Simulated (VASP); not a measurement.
Runs of VASP 6.6.1 on Zn. The structure is that of space group Im-3m (No. 229), or close to it. The cells are those of the table. 

```csv
cell,gap on the mesh (eV),pressure (GPa)
"a = 2.697 Å, angles 109.5°, 1 atom",none,-3.7
"a = 2.718 Å, angles 109.5°, 1 atom",none,(a)
"a = 2.644 Å, angles 109.5°, 1 atom",none,1.1
"a = 2.650 Å, angles 109.5°, 1 atom",none,0.5
```

Alike in all rows: task single point; level r2SCAN; potentials or basis VASP PAW PBE potentials, release 64 (Zn); no spin polarisation; k mesh 7 × 7 × 7; cutoff (eV) 520; smearing fermi-dirac 0.1 eV.

Q: Estimate the missing entries.

A: (a) -5.3.

Caveats: all runs use coarse meshes; the PAW data sets were made with another functional, which shifts forces and pressure a little.

A gap of «none» marks levels without a gap at the run's occupations.
